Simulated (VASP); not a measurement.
Write the native input for VASP 6.6.1 that does the following.

| Quantity | Value |
| --- | --- |
| Task | single point |
| Functional | PBE |
| Dispersion | D3(BJ) |
| Potentials or basis | VASP PAW PBE potentials, release 64 (C) |
| Cutoff | 520 eV |
| k mesh | 24 × 24 × 8 |
| Occupations | gaussian, width 0.15 eV |
| Spin | no spin polarisation |
| Dipole correction | no |
| Further INCAR settings | ALGO = Normal; EDIFF = 1e-06; NBANDS = 16 |

The structure of C lies in POSCAR:

```
C
1.0
    2.2677812922      0.0000000000      0.0000000000
   -1.1338906461      1.9639562093      0.0000000000
    0.0000000000      0.0000000000      6.4688953255
C
4
Direct
    0.0000000000      0.0000000000      0.0025000000
    0.0000000000      0.0000000000      0.5025000000
    0.3333333333      0.6666666667      0.0025000000
    0.6666666667      0.3333333333      0.5025000000
```

This cell differs from its parent crystal: strain -0.080 along x and y, -0.040 along z.

These files were run (other wordings do the same):

INCAR

```
SYSTEM = C
ALGO     = Normal         ! electronic algorithm
EDIFF    = 1E-6           ! SCF threshold, eV
ENCUT    = 520            ! plane-wave cutoff, eV
GGA      = PE             ! functional
ISIF     = 2              ! what is computed and relaxed
ISMEAR   = 0              ! smearing method
IVDW     = 12             ! dispersion correction
LASPH    = .TRUE.         ! aspherical terms in the spheres
LCHARG   = .FALSE.        ! write CHGCAR
LREAL    = .FALSE.        ! projectors in reciprocal space
LWAVE    = .FALSE.        ! write WAVECAR
NBANDS   = 16             ! bands
NELM     = 100            ! most SCF steps
PREC     = Accurate       ! precision mode
SIGMA    = 0.15           ! smearing width, eV
```

KPOINTS

```
k-points
0
G
  24 24 8
  0 0 0
```

Potentials or basis: VASP PAW PBE potentials, release 64 (C).

Launch:

```console
$ cat potpaw_PBE.64/C/POTCAR > POTCAR
$ mpirun -np 1 vasp_std > vasp.out
```

Results of the run:

| Item | Value |
| --- | --- |
| Pressure | 102.2 GPa |
| Band gap on the k mesh | zero (band 8 reaches 6.63 eV, above the bottom of band 9 at 6.60 eV) |
| Dispersion energy per atom | -0.149 eV |

Caveat: the cell differs from its parent crystal (strain -0.080 along x and y, -0.040 along z); pairwise dispersion overbinds metals, which lowers pressure and volume.

Wall time 46 s on 1 thread of Intel(R) Xeon(R) 6975P-C (Granite Rapids), on a shared host, peak memory 0.23 GiB.
